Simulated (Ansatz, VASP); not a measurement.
HfAl3O4: VASP beside Ansatz

```
CELL_PARAMETERS angstrom
5.99712 0.00000 0.00000
0.00000 5.99712 0.00000
0.00000 0.00000 5.99712
ATOMIC_POSITIONS crystal
Hf 0.00000 0.00000 0.00000
Al 0.00000 0.00000 0.50000
Al 0.00000 0.50000 0.00000
Al 0.50000 0.00000 0.00000
O 0.81151 0.81151 0.18849
O 0.81151 0.18849 0.81151
O 0.18849 0.81151 0.81151
O 0.18849 0.18849 0.18849
```

Change from the starting cell: species swapped into the NbCu3Te4 type (P-43m, No. 215).

Alike in both runs: functional PBE; k mesh 6 × 6 × 6; occupations gaussian, width 0.1 eV; no spin polarisation.

Ansatz relaxed the structure, and its values are those at the end. VASP's run is a single point on that final structure, the one shown.

|  | VASP | Ansatz |
| --- | --- | --- |
| version | VASP 6.6.1 | Ansatz 0.2.0 |
| potentials or method | VASP PAW PBE potentials, release 64 (Hf_pv, Al, O), cutoff 520 eV | scalar-relativistic, plane waves, PAW |
| valence electrons in the cell | 43 | 59 |

Ansatz gave:

| Item | Value |
| --- | --- |
| gap on the k mesh at the Fermi level (eV) | none |
| pressure (GPa) | 0.0 |
| rms of the force components (eV/Å) | 0.003 |

What did VASP give for the same quantities?

gap on the k mesh at the Fermi level (eV): none; pressure (GPa): -0.2; rms of the force components (eV/Å): 0.022.

A gap of «none» marks a metal or a gap that the smearing closes. VASP's potentials hold 43 valence electrons a cell and Ansatz's 59, so a difference there can come from the potentials and not from the codes. Ansatz's warnings: xc potential rough in thin density.

Neither program's run includes spin-orbit coupling.
